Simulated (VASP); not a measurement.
# Si4GePt (P-6m2) in VASP: notebook

The runs below take Si4GePt through relaxation of cell and atoms, single point, with PBE.

Everything below comes from runs of VASP 6.6.1. Logs are shortened: lines on timing, memory, paths and dates and some standing lists are left out, and cuts for length are marked.

**1. The cell of the first run**

Symmetry: P-6m2, No. 187, hexagonal system. The conventional cell has a = 2.953 Å, b = 2.953 Å, c = 11.782 Å, α = 90.00°, β = 90.00°, γ = 120.00°. Within 3.0 Å of Si (site symmetry 3m) lie 3 Ge at 2.26 Å and 7 Si at 2.95 to 2.97 Å. Si (site symmetry 3m) has 3 Pt at 2.23 Å and 7 Si at 2.87 to 2.95 Å within 3.0 Å. Within 3.0 Å of Ge (site symmetry -6m2) lie 6 Si at 2.26 Å and 6 Ge at 2.95 Å. Within 3.0 Å of Pt (site symmetry -6m2) lie 6 Si at 2.23 Å and 6 Pt at 2.95 Å.

The cell was built from a structure type or drawn by symmetry, and may not be a known phase.

**2. Relaxation of cell and atoms, PBE**

INCAR

```
PREC     = Accurate       # precision mode
ENCUT    = 600            # plane-wave cutoff, eV
EDIFF    = 1E-6           # SCF threshold, eV
ISMEAR   = 0              # smearing method
SIGMA    = 0.1            # smearing width, eV
LREAL    = F              # projectors in reciprocal space
LASPH    = T              # aspherical terms in the spheres
NELM     = 60             # most SCF steps
ALGO     = Normal         # electronic algorithm
ISIF     = 3              # what is computed and relaxed
LWAVE    = F              # write WAVECAR
LCHARG   = F              # write CHGCAR
GGA      = PE             # functional
IBRION   = 2              # ionic algorithm
NSW      = 90             # ionic steps
EDIFFG   = -0.04          # ionic threshold
```

KPOINTS

```
Automatic mesh
0
Gamma
  6 6 2
```

POSCAR

```
Si4GePt
1.0
    2.9530040700      0.0000000000      0.0000000000
   -1.4765020400      2.5573765400      0.0000000000
    0.0000000000      0.0000000000     11.7819964300
Si Ge Pt
4 1 1
Direct
    0.3333333300      0.6666666700      0.6259580300
    0.0000000000      0.0000000000      0.8781179800
    0.0000000000      0.0000000000      0.1218820200
    0.3333333300      0.6666666700      0.3740419700
    0.6666666700      0.3333333300      0.5000000000
    0.6666666700      0.3333333300      0.0000000000
```

Potentials or basis: VASP PAW PBE potentials, release 64 (Si, Ge_d, Pt).

On the command line:

```bash
cat potpaw_PBE.64/Si/POTCAR potpaw_PBE.64/Ge_d/POTCAR potpaw_PBE.64/Pt/POTCAR > POTCAR
mpirun -np 1 vasp_std > vasp.out
```

OUTCAR:

```text
PREC = Accurate
   ENCUT = 600
   EDIFF = 1E-6
   ISMEAR = 0
   LREAL = F
   LASPH = T
   NELM = 60
   ISIF = 3
   GGA = PE
   IBRION = 2
   NSW = 90
   EDIFFG = -0.04

 ion  position               nearest neighbor table
   1  0.333  0.667  0.626-   5 2.26   5 2.26   5 2.26   4 2.97
   2  0.000  0.000  0.878-   6 2.23   6 2.23   6 2.23   3 2.87
   3  0.000  0.000  0.122-   6 2.23   6 2.23   6 2.23   2 2.87
   4  0.333  0.667  0.374-   5 2.26   5 2.26   5 2.26   1 2.97
   5  0.667  0.333  0.500-   1 2.26   4 2.26   1 2.26   4 2.26   1 2.26   4 2.26
   6  0.667  0.333  0.000-   2 2.23   3 2.23   2 2.23   3 2.23   2 2.23   3 2.23

  LATTYP: Found a hexagonal cell.
 ALAT       =     2.9530040700
 C/A-ratio  =     3.9898341319

  Lattice vectors:

 A1 = (   2.9530040700,   0.0000000000,   0.0000000000)
 A2 = (  -1.4765020400,   2.5573765400,   0.0000000000)
 A3 = (   0.0000000000,   0.0000000000,  11.7819964300)

Analysis of symmetry for initial positions (statically):
=====================================================================
 Subroutine PRICEL returns:
 Original cell was already a primitive cell.

 Routine SETGRP: Setting up the symmetry group for a
 hexagonal supercell.

 Subroutine GETGRP returns: Found 12 space group operations
 (whereof 12 operations were pure point group operations)
 out of a pool of 24 trial point group operations.

The static configuration has the point symmetry D_3h.

Analysis of symmetry for dynamics (positions and initial velocities):
=====================================================================
 Subroutine PRICEL returns:
 Original cell was already a primitive cell.

 Routine SETGRP: Setting up the symmetry group for a
 hexagonal supercell.

 Subroutine GETGRP returns: Found 12 space group operations
 (whereof 12 operations were pure point group operations)
 out of a pool of 24 trial point group operations.

The dynamic configuration has the point symmetry D_3h.

 Subroutine INISYM returns: Found 12 space group operations
 (whereof 12 operations are pure point group operations),
 and found     1 'primitive' translations

----------------------------------------------------------------------------------------

                                     Primitive cell

  volume of cell :      88.9770

  direct lattice vectors                    reciprocal lattice vectors
     2.953004070  0.000000000  0.000000000     0.338638206  0.195512860  0.000000000
    -1.476502040  2.557376540  0.000000000     0.000000000  0.391025719  0.000000000
     0.000000000  0.000000000 11.781996430     0.000000000  0.000000000  0.084875259

  length of vectors
     2.953004070  2.953004071 11.781996430     0.391025719  0.391025719  0.084875259

  position of ions in fractional coordinates (direct lattice)
     0.333333330  0.666666670  0.625958030
     0.000000000  0.000000000  0.878117980
     0.000000000  0.000000000  0.121882020
     0.333333330  0.666666670  0.374041970
     0.666666670  0.333333330  0.500000000
     0.666666670  0.333333330  0.000000000

  ion indices of the primitive-cell ions
   primitive index   ion index
                 1           1
                 2           2
                 3           3
                 4           4
                 5           5
                 6           6

----------------------------------------------------------------------------------------

 KPOINTS: Automatic mesh

Automatic generation of k-mesh.
 Grid dimensions read from file:
 generate k-points for:    6    6    2

 Generating k-lattice:

  Cartesian coordinates                     Fractional coordinates (reciprocal lattice)
     0.056439701  0.032585477  0.000000000     0.166666667 -0.000000000  0.000000000
     0.000000000  0.065170953  0.000000000     0.000000000  0.166666667  0.000000000
     0.000000000  0.000000000  0.042437630     0.000000000  0.000000000  0.500000000

  Length of vectors
     0.065170953  0.065170953  0.042437630

  Shift w.r.t. Gamma in fractional coordinates (k-lattice)
     0.000000000  0.000000000  0.000000000

 Subroutine IBZKPT returns following result:
 ===========================================

 Found     14 irreducible k-points:

 Following reciprocal coordinates:
            Coordinates               Weight
  0.000000  0.000000  0.000000      1.000000
  0.166667  0.000000  0.000000      6.000000
  0.333333 -0.000000  0.000000      6.000000
  0.500000 -0.000000  0.000000      3.000000
  0.166667  0.166667  0.000000      6.000000
  0.333333  0.166667  0.000000     12.000000
  0.333333  0.333333  0.000000      2.000000
  0.000000  0.000000  0.500000      1.000000
  0.166667  0.000000  0.500000      6.000000
  0.333333 -0.000000  0.500000      6.000000
  0.500000 -0.000000  0.500000      3.000000
  0.166667  0.166667  0.500000      6.000000
  0.333333  0.166667  0.500000     12.000000
  0.333333  0.333333  0.500000      2.000000
   k-points           NKPTS =     14   k-points in BZ     NKDIM =     14   number of bands    NBANDS=     24
   number of dos      NEDOS =    301   number of ions     NIONS =      6
   total plane-waves  NPLWV =  55296
   dimension x,y,z NGX =    24 NGY =   24 NGZ =   96
   dimension x,y,z NGXF=    48 NGYF=   48 NGZF=  192
   ions per type =               4   1   1
   NGX,Y,Z   is equivalent  to a cutoff of  13.51, 13.51, 13.55 a.u.
   NGXF,Y,Z  is equivalent  to a cutoff of  27.02, 27.02, 27.09 a.u.
 SYSTEM =  unknown system
   PREC   = accura    normal or accurate (medium, high low for compatibility)
   ISTART =      0    job   : 0-new  1-cont  2-samecut
   ICHARG =      2    charge: 1-file 2-atom 10-const
   ISPIN  =      1    spin polarized calculation?
   LNONCOLLINEAR =      F non collinear calculations
   LSORBIT =      F    spin-orbit coupling
   LASPH  =      T    aspherical Exc in radial PAW
   ENCUT  =  600.0 eV  44.10 Ry    6.64 a.u.   5.90  5.90 23.53*2*pi/ulx,y,z
   NELM   =     60;   NELMIN=  2; NELMDL= -5     # of ELM steps
   EDIFF  = 0.1E-05   stopping-criterion for ELM
   LREAL  =      F    real-space projection
   EDIFFG = -.4E-01   stopping-criterion for IOM
   NSW    =     90    number of steps for IOM
   IBRION =      2    ionic relax: 0-MD 1-quasi-New 2-CG
   NFREE  =      1    steps in history (QN), initial steepest desc. (CG)
   ISIF   =      3    stress and relaxation
   ISYM   =      2    0-nonsym 1-usesym 2-fastsym
   POTIM  = 0.5000    time-step for ionic-motion
   TEBEG  =    0.0;   TEEND  =   0.0 temperature during run
   PSTRESS=    0.0 pullay stress
   NELECT =      40.0000    total number of electrons
   NUPDOWN=      -1.0000    fix difference up-down
   EMIN   =  10.00;   EMAX   =-10.00  energy-range for DOS
   EFERMI =   0.00;   METHOD = LEGACY
   ISMEAR =     0;   SIGMA  =   0.10  broadening in eV -4-tet -1-fermi 0-gaus
   EFERMI_NEDOS =   21; number of points for ismear=-14 and -15
   IALGO  =     38    algorithm
   IMIX   =      4    mixing-type and parameters
     AMIX     =   0.40;   BMIX     =  1.00
     AMIX_MAG =   1.60;   BMIX_MAG =  1.00
  volume/ion in A,a.u.               =      14.83       100.07
  Fermi-wavevector in a.u.,A,eV,Ry     =   1.254110  2.369924 21.399132  1.572792
  Thomas-Fermi vector in A             =   2.387931
   LORBIT       =      0    0 simple, 1 ext, 2 COOP (PROOUT), +10 PAW based schemes
   GGA     = PE    functional components
   LHFCALC =     F    Hartree Fock is set to
   AEXX    =    0.0000 exact exchange contribution
   IVDW    =     0    specifies the selected vdW correction
   LEPSILON=     F    determine dielectric tensor
   LRPA    =     F    only Hartree local field effects (RPA)
 conjugate gradient relaxation of ions
 non-spin polarized calculation
 Gauss-broadening in eV      SIGMA  =   0.10
  energy-cutoff  :      600.00
  volume of cell :       88.98
 maximum number of plane-waves:      2992
 NGX is ok and might be reduce to    24
   NGX = 11   NGY = 11   NGZ = 47

--------------------------------------- Ionic step        1  -------------------------------------------

 number of electron      39.9999997 magnetization

 Free energy of the ion-electron system (eV)
  ---------------------------------------------------
  ext. energy  EPLUGINS =         0.00000000
  ---------------------------------------------------
  free energy    TOTEN  =       -24.37863960 eV

  energy without entropy =      -24.36115798  energy(sigma->0) =      -24.36989879

------------------------ aborting loop because EDIFF is reached ----------------------------------------

  FORCE on cell =-STRESS in cart. coord.  units (eV):
  Direction    XX          YY          ZZ          XY          YZ          ZX
  --------------------------------------------------------------------------------------
  -------------------------------------------------------------------------------------
  Total       34.7415712     34.7415712     25.0506480     -0.0000001      0.0000000     -0.0000000
  in kB      625.5793854    625.5793844    451.0783032     -0.0000012      0.0000000     -0.0000000
  external PRESSURE =     567.4123577 kB  Pullay stress =       0.0000000 kB
[... 27 lines left out ...]
--------------------------------------- Ionic step        2  -------------------------------------------

 number of electron      39.9999982 magnetization

 E-fermi :   2.9446     XC(G=0):  -8.7750

 val. band max:        2.9322160379   @ k =   0.5000  -0.0000   0.5000
 cond. band min:       2.9585550681   @ k =   0.3333   0.1667   0.0000
 fundamental gap:      0.0263390302
 Fermi energy:         2.9446009069

 k-point     1 :       0.0000    0.0000    0.0000
  band No.  band energies     occupation
      1     -21.6399      2.00000
      2     -21.6399      2.00000
      3     -21.6072      2.00000
      4     -21.6072      2.00000
      5     -21.5979      2.00000
      6      -7.2225      2.00000
[... 440 lines left out ...]
  FREE ENERGIE OF THE ION-ELECTRON SYSTEM (eV)
  ---------------------------------------------------
  free  energy   TOTEN  =       -29.3346542125 eV

  energy  without entropy=      -29.3190592764  energy(sigma->0) =      -29.32685674

 E-fermi :  10.0389     XC(G=0): -11.5760

 val. band max:        9.9615641523   @ k =   0.0000   0.0000   0.0000
 cond. band min:      10.0715455533   @ k =   0.3333   0.1667   0.5000
 fundamental gap:      0.1099814011
 Fermi energy:        10.0389385080

 k-point     1 :       0.0000    0.0000    0.0000
  band No.  band energies     occupation
      1     -14.7074      2.00000
      2     -14.7074      2.00000
      3     -14.6999      2.00000
      4     -14.6958      2.00000
      5     -14.6958      2.00000
      6      -4.3266      2.00000
[... 367 lines left out ...]
     23      15.3297      0.00000
     24      15.6776      0.00000

[... ionic steps 4 to 24 ...]

--------------------------------------- Ionic step       25  -------------------------------------------

 number of electron      39.9999976 magnetization

------------------------ aborting loop because EDIFF is reached ----------------------------------------
[... 75 lines left out ...]
--------------------------------------- Ionic step       27  -------------------------------------------

 number of electron      39.9999977 magnetization

 Free energy of the ion-electron system (eV)
  ---------------------------------------------------
  ext. energy  EPLUGINS =         0.00000000
  ---------------------------------------------------
  free energy    TOTEN  =       -31.50569931 eV

  energy without entropy =      -31.49557328  energy(sigma->0) =      -31.50063630

 E-fermi :   8.3945     XC(G=0): -11.0654

 val. band max:        8.3282349694   @ k =   0.1667   0.0000   0.5000
 cond. band min:       8.4193176980   @ k =   0.5000  -0.0000   0.5000
 fundamental gap:      0.0910827287
 Fermi energy:         8.3944612395

 k-point     1 :       0.0000    0.0000    0.0000
  band No.  band energies     occupation
      1     -16.1529      2.00000
      2     -16.1529      2.00000
      3     -16.1498      2.00000
      4     -16.1498      2.00000
      5     -16.1453      2.00000
      6      -4.7347      2.00000
[... 400 lines left out ...]
  FREE ENERGIE OF THE ION-ELECTRON SYSTEM (eV)
  ---------------------------------------------------
  free  energy   TOTEN  =       -31.5056993137 eV

  energy  without entropy=      -31.4955732839  energy(sigma->0) =      -31.50063630

 reached required accuracy - stopping structural energy minimisation
```

It took 6.3 min on 1 thread of Intel Xeon 6975P-C (Granite Rapids), shared host; peak memory 0.25 GiB.

Results:

```
Free energy                           : -31.5057 eV
Relaxed volume                        : 16.67 Å³/atom
Relaxed cell                          : a = 3.726 Å, b = 3.726 Å, c = 8.318 Å, α = 90.00°, β = 90.00°, γ = 120.00°
Space group after relaxing (to 0.1 Å) : P-6m2 (No. 187)
Energy gained by relaxing             : 1187.8 meV/atom
Ionic steps                           : 27
Pressure after relaxing               : 0.0 GPa
Largest force after relaxing          : 0.038 eV/Å
Band gap on the k mesh                : zero (bands 20 and 21 overlap by 2.34 eV)
```

Forces on the atoms (eV/Å):
```
Si   0.000  0.000  0.038
Si   0.000  0.000  0.028
Si   0.000  0.000 -0.028
Si   0.000  0.000 -0.038
Ge   0.000  0.000  0.000
Pt   0.000  0.000  0.000
```

The path:
```csv
step,energy change (eV),largest force (eV/Å),pressure (GPa),volume (Å³)
1,0.0000,7.3342,56.74,88.98
2,0.0984,1.8425,-15.03,174.96
3,-4.9560,0.6036,-4.74,119.53
4,-5.0013,0.7606,-2.89,117.20
5,-5.0123,0.8858,-1.35,115.42
6,-5.4180,0.5501,-1.03,114.01
7,-6.3551,1.2878,0.37,108.20
8,-4.6958,7.8126,27.04,88.74
9,-6.5418,1.5740,4.27,104.44
10,-6.4280,2.8642,10.78,97.39
11,-6.6186,2.1980,7.19,100.50
12,-6.8079,1.7427,3.53,102.17
13,-6.8796,1.3586,0.89,103.71
14,-6.9105,0.8078,-3.60,106.60
15,-6.9163,1.1547,-1.20,105.02
16,-6.9256,0.9728,-2.47,105.82
17,-6.9256,1.0094,-2.25,105.66
18,-6.9795,0.8172,-1.94,104.70
19,-7.0799,0.3587,-0.61,101.85
20,-7.0734,0.1594,4.27,96.30
21,-7.1101,0.2263,1.06,99.54
22,-7.1122,0.1740,1.60,98.84
23,-7.1238,0.1106,0.09,100.05
24,-7.1241,0.1039,-0.30,100.35
25,-7.1241,0.1047,-0.23,100.31
26,-7.1254,0.0856,-0.20,100.22
27,-7.1271,0.0376,-0.01,100.01
```

Final structure:
```
CELL_PARAMETERS angstrom
3.72604 0.00000 0.00000
-1.86302 3.22685 0.00000
0.00000 0.00000 8.31790
ATOMIC_POSITIONS crystal
Si 0.33333 0.66667 0.67553
Si 0.00000 0.00000 0.83671
Si 0.00000 0.00000 0.16329
Si 0.33333 0.66667 0.32447
Ge 0.66667 0.33333 0.50000
Pt 0.66667 0.33333 0.00000
```

Caveat: the k points lie up to 0.38 Å⁻¹ apart in the final cell, too coarse for converged energies and pressures of a metal; a cell axis changed by over 15 % at a fixed basis, so the end point is rough; spin-orbit coupling is left out, which moves the levels of the heavy elements.

(Continued in part 2 of 2.)
